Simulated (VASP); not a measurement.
Set up this calculation in VASP 6.6.1, as the native input.

```yaml
Task: relaxation of cell and atoms
Functional: PBE
Potentials_or_basis: VASP PAW PBE potentials, release 64 (Sn_d, H)
Cutoff: 600 eV
k_mesh: 4 × 4 × 4
Occupations: gaussian, width 0.2 eV
Spin: no spin polarisation
Dipole_correction: no
Further_INCAR_settings: ALGO = Normal; EDIFF = 1e-06; IBRION = 2; EDIFFG = -0.08; NSW = 36; ISIF = 3
```

The structure of Sn4H lies in POSCAR:

```
Sn4H
1.0
   -2.8808494000      2.8808494000      3.9008887400
    2.8808494000     -2.8808494000      3.9008887400
    2.8808494000      2.8808494000     -3.9008887400
Sn H
4 1
Direct
    0.1668157600      0.1668157600      0.0000000000
    0.8331842400      0.8331842400      0.0000000000
    0.7500000000      0.2500000000      0.5000000000
    0.2500000000      0.7500000000      0.5000000000
    0.5000000000      0.5000000000      0.0000000000
```

The cell was built from a structure type or drawn by symmetry, and may not be a known phase.

These files were run (other wordings do the same):

INCAR

```
SYSTEM = Sn4H
PREC = Accurate
ENCUT = 600
EDIFF = 1E-6
ISMEAR = 0
SIGMA = 0.2
LREAL = .FALSE.
LASPH = .TRUE.
NELM = 80
ALGO = Normal
ISIF = 3
LWAVE = .FALSE.
LCHARG = .FALSE.
GGA = PE
IBRION = 2
NSW = 36
EDIFFG = -0.08
```

KPOINTS

```
Automatic mesh
0
G
  4 4 4
  0 0 0
```

Potentials or basis: VASP PAW PBE potentials, release 64 (Sn_d, H).

The run is started by

```console
$ cat potpaw_PBE.64/Sn_d/POTCAR potpaw_PBE.64/H/POTCAR > POTCAR
$ mpirun -np 1 vasp_std > vasp.out
```

Results of the run:

```json
{
 "Relaxed volume": "25.77 Å³/atom",
 "Relaxed cell": "a = 5.529 Å, b = 5.529 Å, c = 5.529 Å, α = 112.79°, β = 112.79°, γ = 103.02°",
 "Space group after relaxing (to 0.1 Å)": "I4/mmm (No. 139)",
 "Energy gained by relaxing": "294.7 meV/atom",
 "Ionic steps": "13",
 "Pressure after relaxing": "0.1 GPa",
 "Largest force after relaxing": "0.058 eV/Å",
 "Band gap on the k mesh": "zero (an odd number of electrons rules out a gap without spin polarisation)"
}
```

Caveat: spin-orbit coupling is left out, which moves the levels of the heavy elements; the relaxation stopped at a loose force limit of 0.08 eV/Å, so its end isn't a converged minimum.

Run time: 6.8 min on 1 thread of Intel(R) Xeon(R) 6975P-C (Granite Rapids) (shared host), peak memory 0.36 GiB.
